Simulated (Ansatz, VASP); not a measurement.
**One calculation of Si2W, two programs**

```
CELL_PARAMETERS angstrom
4.66467 0.00000 0.00000
-2.33233 4.03972 0.00000
0.00000 0.00000 6.50441
ATOMIC_POSITIONS crystal
Si 0.83009 0.66017 0.50000
Si 0.16991 0.83009 0.83333
Si 0.66017 0.83009 0.16667
Si 0.16991 0.33983 0.50000
Si 0.83009 0.16991 0.83333
Si 0.33983 0.16991 0.16667
W 0.00000 0.50000 0.16667
W 0.50000 0.50000 0.83333
W 0.50000 0.00000 0.50000
```

Alike in both runs: task single point; functional PBE; k mesh 9 × 9 × 6; occupations gaussian, width 0.03 eV; no spin polarisation.

|  | VASP | Ansatz |
| --- | --- | --- |
| version | VASP 6.6.1 | Ansatz 0.2.0 |
| potentials or method | VASP PAW PBE potentials, release 64 (Si, W_sv), cutoff 520 eV | scalar-relativistic, plane waves, PAW |
| valence electrons in the cell | 66 | 66 |

```csv
,VASP,Ansatz,Ansatz less VASP
gap on the k mesh at the Fermi level (eV),0.16,0.16,0.000
least direct gap on the mesh (eV),0.52,0.52,0.000
pressure (GPa),1.5,1.4,-0.03
"traceless stress, the component that is largest in VASP (GPa)",6.20,6.19,-0.003
rms of the force components (eV/Å),0.383,0.381,-0.0016
```

Atom by atom the forces differ by 0.002 eV/Å (rms over components). With one functional, cell and mesh, what is left measures potentials, basis and numerics.

Spin-orbit coupling is off throughout.
